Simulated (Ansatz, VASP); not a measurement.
BN in VASP and in Ansatz

```
B N
1.0
     0.00000   -1.81239   -1.81239
    -1.81239    0.00000   -1.81239
     1.81239    1.81239   -3.62479
B N
2 2
Direct
  0.02604 0.00518 0.00000
  0.47396 0.49482 0.50000
  0.40165 0.38030 0.87500
  0.84835 0.86970 0.37500
```

Change from the starting cell: mode 4 frozen in at -0.034 Å and mode 5 at -0.068 Å (largest displacements).

Alike in both runs: task single point; functional PBE; k mesh 6 × 6 × 6; occupations gaussian, width 0.05 eV; no spin polarisation.

```csv
,VASP,Ansatz
version,VASP 6.6.1,Ansatz 0.2.0
potentials or method,"VASP PAW PBE potentials, release 64 (B, N), cutoff 520 eV","scalar-relativistic, plane waves, PAW"
valence electrons in the cell,16,16
```

VASP gave:

- gap on the k mesh at the Fermi level (eV): 4.34
- least direct gap on the mesh (eV): 6.29
- pressure (GPa): 0.0
- traceless stress, the component that is largest in VASP (GPa): 1.26
- rms of the force components (eV/Å): 0.466

**Question.** Which values does Ansatz return?

**Answer.** gap on the k mesh at the Fermi level (eV): 4.36; least direct gap on the mesh (eV): 6.30; pressure (GPa): -0.2; traceless stress, the component that is largest in VASP (GPa): 1.26; rms of the force components (eV/Å): 0.466.

Atom by atom the forces differ by 0.001 eV/Å (rms over components).

The k mesh is coarse, so the values compare programs but aren't converged.
